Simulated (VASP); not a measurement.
# ZrS2 (P-3m1) in VASP: further runs, part 2 of 2

VASP 6.6.1.

**4. Phonons, PBE+D3(BJ)**

This run uses another cell than the first one, of 21.83 Å³/atom.

INCAR

```
ALGO = Normal ; EDIFF = 1E-8
ENCUT = 500 ; GGA = PE
GGA_COMPAT = False ; IBRION = 6
ISIF = 2 ; ISMEAR = 0
IVDW = 12 ; LASPH = True
LCHARG = False ; LREAL = False
LWAVE = False ; NBANDS = 19
NELM = 120 ; NFREE = 2
NSW = 1 ; POTIM = 0.015
PREC = Accurate ; SIGMA = 0.05
```

KPOINTS

```
k-points
0
Gamma
  12 12 6
```

POSCAR

```
ZrS2
1.0
    3.6350197034      0.0000000000      0.0000000000
   -1.8175098517      3.1480194064      0.0000000000
    0.0000000000      0.0000000000      5.7227454468
Zr S
1 2
Direct
    0.0000000000      0.0000000000      0.0000000000
    0.3333333333      0.6666666667      0.2552453882
    0.6666666667      0.3333333333      0.7447546118
```

Potentials or basis: VASP PAW PBE potentials, release 64 (Zr_sv, S).

Started as:

```console
$ cat potpaw_PBE.64/Zr_sv/POTCAR potpaw_PBE.64/S/POTCAR > POTCAR
$ mpirun -np 1 vasp_std > vasp.out
```

OUTCAR:

```text
EDIFF = 1E-8
   ENCUT = 500
   GGA = PE
   IBRION = 6
   ISIF = 2
   ISMEAR = 0
   IVDW = 12
   LASPH = True
   LREAL = False
   NELM = 120
   NFREE = 2
   NSW = 1
   POTIM = 0.015
   PREC = Accurate
 IVDW          = 12

 ion  position               nearest neighbor table
   1  0.000  0.000  0.000-   2 2.56   3 2.56   2 2.56   3 2.56   3 2.56   2 2.56
   2  0.333  0.667  0.255-   1 2.56   1 2.56   1 2.56
   3  0.667  0.333  0.745-   1 2.56   1 2.56   1 2.56

  LATTYP: Found a hexagonal cell.
 ALAT       =     3.6350197034
 C/A-ratio  =     1.5743368437

  Lattice vectors:

 A1 = (   3.6350197034,   0.0000000000,   0.0000000000)
 A2 = (  -1.8175098517,   3.1480194064,   0.0000000000)
 A3 = (   0.0000000000,   0.0000000000,   5.7227454468)

Analysis of symmetry for initial positions (statically):
=====================================================================
 Subroutine PRICEL returns:
 Original cell was already a primitive cell.

 Routine SETGRP: Setting up the symmetry group for a
 hexagonal supercell.

 Subroutine GETGRP returns: Found 12 space group operations
 (whereof 12 operations were pure point group operations)
 out of a pool of 24 trial point group operations.

The static configuration has the point symmetry D_3d.

Analysis of symmetry for dynamics (positions and initial velocities):
=====================================================================
 Subroutine PRICEL returns:
 Original cell was already a primitive cell.

 Routine SETGRP: Setting up the symmetry group for a
 hexagonal supercell.

 Subroutine GETGRP returns: Found 12 space group operations
 (whereof 12 operations were pure point group operations)
 out of a pool of 24 trial point group operations.

The dynamic configuration has the point symmetry D_3d.

 Subroutine INISYM returns: Found 12 space group operations
 (whereof 12 operations are pure point group operations),
 and found     1 'primitive' translations

----------------------------------------------------------------------------------------

                                     Primitive cell

  volume of cell :      65.4860

  direct lattice vectors                    reciprocal lattice vectors
     3.635019703  0.000000000  0.000000000     0.275101673  0.158830025  0.000000000
    -1.817509852  3.148019406  0.000000000     0.000000000  0.317660049  0.000000000
     0.000000000  0.000000000  5.722745447     0.000000000  0.000000000  0.174741304

  length of vectors
     3.635019703  3.635019703  5.722745447     0.317660049  0.317660049  0.174741304

  position of ions in fractional coordinates (direct lattice)
     0.000000000  0.000000000  0.000000000
     0.333333333  0.666666667  0.255245388
     0.666666667  0.333333333  0.744754612

  ion indices of the primitive-cell ions
   primitive index   ion index
                 1           1
                 2           2
                 3           3

----------------------------------------------------------------------------------------

 KPOINTS: k-points

[... 75 lines left out ...]
   POTIM  = 0.0150    time-step for ionic-motion
   TEBEG  =    0.0;   TEEND  =   0.0 temperature during run
   PSTRESS=    0.0 pullay stress
   NELECT =      24.0000    total number of electrons
   NUPDOWN=      -1.0000    fix difference up-down
   EMIN   =  10.00;   EMAX   =-10.00  energy-range for DOS
   EFERMI =   0.00;   METHOD = LEGACY
   ISMEAR =     0;   SIGMA  =   0.05  broadening in eV -4-tet -1-fermi 0-gaus
   EFERMI_NEDOS =   21; number of points for ismear=-14 and -15
   IALGO  =     38    algorithm
   IMIX   =      4    mixing-type and parameters
     AMIX     =   0.40;   BMIX     =  1.00
     AMIX_MAG =   1.60;   BMIX_MAG =  1.00
  volume/ion in A,a.u.               =      21.83       147.31
  Fermi-wavevector in a.u.,A,eV,Ry     =   1.171554  2.213916 18.674530  1.372539
  Thomas-Fermi vector in A             =   2.307996
   LORBIT       =      0    0 simple, 1 ext, 2 COOP (PROOUT), +10 PAW based schemes
   GGA     = PE    functional components
   LHFCALC =     F    Hartree Fock is set to
   AEXX    =    0.0000 exact exchange contribution
   IVDW    =    12    specifies the selected vdW correction
   LEPSILON=     F    determine dielectric tensor
   LRPA    =     F    only Hartree local field effects (RPA)
 finite differences with symmetry
 non-spin polarized calculation
 Gauss-broadening in eV      SIGMA  =   0.05
  energy-cutoff  :      500.00
  volume of cell :       65.49
 maximum number of plane-waves:      1701
 NGX is ok and might be reduce to    28
   NGX = 13   NGY = 13   NGZ = 21

--------------------------------------- Ionic step        1  -------------------------------------------

 number of electron      24.0000003 magnetization

 Free energy of the ion-electron system (eV)
  ---------------------------------------------------
  ext. energy  EPLUGINS =         0.00000000
  ---------------------------------------------------
  free energy    TOTEN  =       -21.36789675 eV

  energy without entropy =      -21.36789675  energy(sigma->0) =      -21.36789675

------------------------ aborting loop because EDIFF is reached ----------------------------------------

 Edisp (eV)   -1.08938

 E8    (eV) :    -0.4627
[... 319 lines left out ...]
--------------------------------------- Ionic step        9  -------------------------------------------

 number of electron      24.0000002 magnetization

 Free energy of the ion-electron system (eV)
  ---------------------------------------------------
  ext. energy  EPLUGINS =         0.00000000
  ---------------------------------------------------
  free energy    TOTEN  =       -21.36699490 eV

  energy without entropy =      -21.36699490  energy(sigma->0) =      -21.36699490

 E-fermi :   5.5875     XC(G=0):  -9.8117

 val. band max:        5.2466146031   @ k =   0.0000   0.0000   0.0000
 cond. band min:       5.9392609679   @ k =   0.5000   0.0000   0.5000
 fundamental gap:      0.6926463649
 Fermi energy:         5.5875308337

 k-point     1 :       0.0000    0.0000    0.0000
  band No.  band energies     occupation
      1     -43.8375      2.00000
      2     -21.9182      2.00000
      3     -21.7511      2.00000
      4     -21.7511      2.00000
      5      -7.7603      2.00000
      6      -6.1297      2.00000
[... 505 lines left out ...]
      6      -6.2859      2.00000
[... 11 lines left out ...]
     18      12.1208      0.00000
     19      12.9012      0.00000

 [... further k-points ...]

------------------------ aborting loop because EDIFF is reached ----------------------------------------

 Edisp (eV)   -1.08913

 E8    (eV) :    -0.4625
[... 26 lines left out ...]
  FREE ENERGIE OF THE ION-ELECTRON SYSTEM (eV)
  ---------------------------------------------------
  free  energy   TOTEN  =       -22.4561239598 eV

  energy  without entropy=      -22.4561239598  energy(sigma->0) =      -22.45612396

 INTERNAL STRAIN TENSORS FROM DISPLACED ATOMS
 ============================================

 INTERNAL STRAIN TENSOR FOR ION    1 for displacements in x,y,z  (eV/Angst):
          X           Y           Z          XY          YZ          ZX
  --------------------------------------------------------------------------------
  x     0.00000     0.00000     0.00000     0.00000     0.00000     0.00000
  y     0.00000     0.00000     0.00000     0.00000     0.00000     0.00000
  z     0.00000     0.00000     0.00000     0.00000     0.00000     0.00000

 INTERNAL STRAIN TENSOR FOR ION    3 for displacements in x,y,z  (eV/Angst):
          X           Y           Z          XY          YZ          ZX
  --------------------------------------------------------------------------------
  x    -0.00000     0.00000     0.00000    -3.56451     0.00000    10.20934
  y    -3.56451     3.56451     0.00000     0.00000    10.20935    -0.00000
  z     9.85630     9.85630    15.03119     0.00000     0.00000     0.00000

 Eigenvectors and eigenvalues of the dynamical matrix
 ----------------------------------------------------

   1 f  =    9.710399 THz    61.012235 2PiTHz  323.904041 cm-1    40.158965 meV
             X         Y         Z           dx          dy          dz
      0.000000  0.000000  0.000000     0.000000    0.000000   -0.642467
     -0.000000  2.098680  1.460704     0.000000    0.000000    0.541865
      1.817510  1.049340  4.262041    -0.000000   -0.000000    0.541865
[... 43 lines left out ...]
   9 f/i=    0.001816 THz     0.011407 2PiTHz    0.060560 cm-1     0.007509 meV
             X         Y         Z           dx          dy          dz
      0.000000  0.000000  0.000000    -0.757170    0.116223   -0.000000
     -0.000000  2.098680  1.460704    -0.449263    0.068960   -0.000000
      1.817510  1.049340  4.262041    -0.449263    0.068960   -0.000000

 ELASTIC MODULI CONTR FROM IONIC RELAXATION (kBar)
 Direction    XX          YY          ZZ          XY          YZ          ZX
 --------------------------------------------------------------------------------
 XX        -474.7157   -306.0075   -595.3145     -0.0000    241.6044      0.0000
 YY        -306.0075   -474.7157   -595.3145     -0.0000   -241.6044      0.0000
 ZZ        -595.3145   -595.3145   -907.8747     -0.0000      0.0000      0.0000
 XY          -0.0000     -0.0000     -0.0000    -84.3541     -0.0000    241.6043
 YZ         241.6044   -241.6044      0.0000     -0.0000   -691.9957      0.0000
 ZX           0.0000      0.0000      0.0000    241.6043      0.0000   -691.9954
 --------------------------------------------------------------------------------
```

OSZICAR:

```text
N       E                     dE             d eps       ncg     rms          rms(c)
DAV:   1     0.163746442610E+03    0.16375E+03   -0.11859E+04  3800   0.114E+03
DAV:   2    -0.138428525714E+02   -0.17759E+03   -0.17303E+03  4875   0.276E+02
DAV:   3    -0.231792971539E+02   -0.93364E+01   -0.92886E+01  6191   0.577E+01
[... 102 lines left out ...]
DAV:   6    -0.213669950864E+02    0.13647E-06   -0.25660E-06  4619   0.905E-03    0.126E-02
DAV:   7    -0.213669948767E+02    0.20964E-06   -0.18067E-06  4325   0.669E-03    0.233E-03
DAV:   8    -0.213669949370E+02   -0.60276E-07   -0.22713E-07  4358   0.272E-03    0.118E-03
DAV:   9    -0.213669949212E+02    0.15811E-07   -0.77264E-09  2673   0.525E-04    0.882E-04
DAV:  10    -0.213669948981E+02    0.23131E-07   -0.42672E-09  2593   0.438E-04    0.167E-04
DAV:  11    -0.213669948996E+02   -0.15593E-08   -0.12594E-09  2404   0.196E-04
   9 F= -.22456124E+02 E0= -.22456124E+02  d E =-.254671E-24
```

It took 8.8 min on 1 thread of Intel Xeon 6975P-C (Granite Rapids), shared host; peak memory 0.8 GiB.

Results:

```
Highest phonon frequency at Γ, LO-TO splitting left out : 324 cm⁻¹
Dispersion energy per atom                              : -0.363 eV
```

Phonon frequencies in cm⁻¹ (negative: imaginary):
```
              q point                    frequencies
(0.000, 0.000, 0.000)  0 0 0 157 157 250 250 321 324
```

**5. Phonons, PBE+D3(BJ)**

This run uses another cell than the first one, of 22.62 Å³/atom.

INCAR

```
SYSTEM = ZrS2
PREC = Accurate ; ENCUT = 500
EDIFF = 1E-8 ; ISMEAR = 0
SIGMA = 0.01 ; LREAL = .FALSE.
LASPH = .TRUE. ; NELM = 120
ALGO = Normal ; ISIF = 2
LWAVE = .FALSE. ; LCHARG = .TRUE.
GGA = PE ; IVDW = 12
NBANDS = 19 ; IBRION = 6
NFREE = 2 ; POTIM = 0.015
NSW = 1 ; GGA_COMPAT = .FALSE.
```

KPOINTS

```
Automatic mesh
0
G
  12 12 6
  0 0 0
```

POSCAR

```
ZrS2
1.0
    3.6541011526      0.0000000000      0.0000000000
   -1.8270505763      3.1645444262      0.0000000000
    0.0000000000      0.0000000000      5.8686200452
Zr S
1 2
Direct
    0.0000000000      0.0000000000      0.0000000000
    0.3333333333      0.6666666667      0.2481792648
    0.6666666667      0.3333333333      0.7518207352
```

Potentials or basis: VASP PAW PBE potentials, release 64 (Zr_sv, S).

Started as:

```console
$ cat potpaw_PBE.64/Zr_sv/POTCAR potpaw_PBE.64/S/POTCAR > POTCAR
$ mpirun -np 1 vasp_std > vasp.out
```

OUTCAR:

```text
SYSTEM = ZrS2
   PREC = Accurate
   ENCUT = 500
   EDIFF = 1E-8
   ISMEAR = 0
   LREAL = .FALSE.
   LASPH = .TRUE.
   NELM = 120
   ISIF = 2
   GGA = PE
   IVDW = 12
   IBRION = 6
   NFREE = 2
   POTIM = 0.015
   NSW = 1
 IVDW          = 12

 ion  position               nearest neighbor table
   1  0.000  0.000  0.000-   2 2.56   3 2.56   3 2.56   2 2.56   3 2.56   2 2.56
   2  0.333  0.667  0.248-   1 2.56   1 2.56   1 2.56
   3  0.667  0.333  0.752-   1 2.56   1 2.56   1 2.56
[... 1109 lines left out ...]
  z     0.00000     0.00000     0.00000     0.00000     0.00000     0.00000

 INTERNAL STRAIN TENSOR FOR ION    3 for displacements in x,y,z  (eV/Angst):
          X           Y           Z          XY          YZ          ZX
  --------------------------------------------------------------------------------
  x     0.00000     0.00000     0.00000    -3.40603     0.00000    10.11306
  y    -3.40603     3.40603     0.00000     0.00000    10.11306     0.00000
  z     9.69786     9.69786    15.28576     0.00000    -0.00000     0.00000

 Eigenvectors and eigenvalues of the dynamical matrix
 ----------------------------------------------------

   1 f  =    9.606191 THz    60.357478 2PiTHz  320.428042 cm-1    39.727996 meV
             X         Y         Z           dx          dy          dz
      0.000000  0.000000  0.000000    -0.000000    0.000000   -0.642473
     -0.000000  2.109696  1.456470    -0.000000    0.000000    0.541862
      1.827051  1.054848  4.412150     0.000000   -0.000000    0.541862
[... 43 lines left out ...]
   9 f/i=    0.002216 THz     0.013922 2PiTHz    0.073910 cm-1     0.009164 meV
             X         Y         Z           dx          dy          dz
      0.000000  0.000000  0.000000    -0.626513   -0.440678    0.000000
     -0.000000  2.109696  1.456470    -0.371814   -0.261527    0.000000
      1.827051  1.054848  4.412150    -0.371814   -0.261527    0.000000

 ELASTIC MODULI CONTR FROM IONIC RELAXATION (kBar)
 Direction    XX          YY          ZZ          XY          YZ          ZX
 --------------------------------------------------------------------------------
 XX        -456.3543   -304.4047   -599.5536     -0.0000    225.5816      0.0000
 YY        -304.4047   -456.3543   -599.5536      0.0000   -225.5816     -0.0000
 ZZ        -599.5536   -599.5536   -945.0155      0.0000      0.0000     -0.0000
 XY          -0.0000      0.0000      0.0000    -75.9748      0.0000    225.5816
 YZ         225.5816   -225.5816      0.0000      0.0000   -669.7891     -0.0000
 ZX           0.0000     -0.0000     -0.0000    225.5816     -0.0000   -669.7887
 --------------------------------------------------------------------------------
```

OSZICAR:

```text
N       E                     dE             d eps       ncg     rms          rms(c)
DAV:   1     0.163577291783E+03    0.16358E+03   -0.11750E+04  3800   0.113E+03
DAV:   2    -0.137224479270E+02   -0.17730E+03   -0.17319E+03  4856   0.274E+02
DAV:   3    -0.232824332659E+02   -0.95600E+01   -0.95128E+01  6325   0.578E+01
[... 105 lines left out ...]
DAV:   6    -0.214017018834E+02    0.24325E-06   -0.27843E-06  4579   0.938E-03    0.125E-02
DAV:   7    -0.214017016698E+02    0.21361E-06   -0.19792E-06  4322   0.695E-03    0.228E-03
DAV:   8    -0.214017017326E+02   -0.62879E-07   -0.24693E-07  4352   0.282E-03    0.120E-03
DAV:   9    -0.214017017172E+02    0.15465E-07   -0.75145E-09  2715   0.527E-04    0.890E-04
DAV:  10    -0.214017016919E+02    0.25240E-07   -0.50899E-09  2596   0.464E-04    0.187E-04
DAV:  11    -0.214017016948E+02   -0.28972E-08   -0.13262E-09  2407   0.200E-04
   9 F= -.22448231E+02 E0= -.22448231E+02  d E =-.369268E-19
```

Wall time 16 min (1 thread of Intel Xeon 6975P-C (Granite Rapids), shared host); peak memory 0.84 GiB.

Results:

- Highest phonon frequency at Γ, LO-TO splitting left out: 320 cm⁻¹
- Dispersion energy per atom: -0.349 eV

Phonon frequencies in cm⁻¹ (negative: imaginary):
```
              q point                    frequencies
(0.000, 0.000, 0.000)  0 0 0 152 152 247 247 315 320
```

Caveat: the cell stands under pressure or tension, which shifts response properties.
